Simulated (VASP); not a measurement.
## Al: single point with PBE

Crystal: Al.

```
Al
1.0
     2.68533    0.00000    0.00000
     0.00000    2.68533    0.00000
     0.00000    0.00000    2.68533
Al
1
Direct
  0.00000 0.00000 0.00000
```

```json
{
 "Program": "VASP 6.6.1",
 "Task": "single point",
 "Functional": "PBE",
 "Potentials or basis": "VASP PAW PBE potentials, release 64 (Al)",
 "Cutoff": "500 eV",
 "k mesh": "20 × 20 × 20",
 "Occupations": "fermi-dirac, width 0.0612256 eV",
 "Spin": "no spin polarisation"
}
```

```json
{
  "Pressure": "2.5 GPa"
}
```

Levels at points of the mesh, in eV from the Fermi level:
| k point | band 1 | band 2 | band 3 | band 4 | band 5 |
| --- | --- | --- | --- | --- | --- |
| (0.00, 0.00, 0.00) | -9.78 | 8.10 | 8.10 | 9.44 | 9.44 |
| (0.50, 0.00, 0.00) | -5.26 | -4.24 | 10.74 | 13.13 | 13.13 |
| (0.50, 0.50, 0.00) | -0.56 | -0.56 | -0.13 | 2.13 | 16.89 |
| (0.50, 0.50, 0.50) | 3.00 | 3.00 | 3.00 | 5.61 | 5.61 |

Run time: 16 s on 1 thread of Intel(R) Xeon(R) Platinum 8259CL CPU @ 2.50GHz (Skylake/Cascade Lake), with other jobs on the host, peak memory 0.14 GiB.
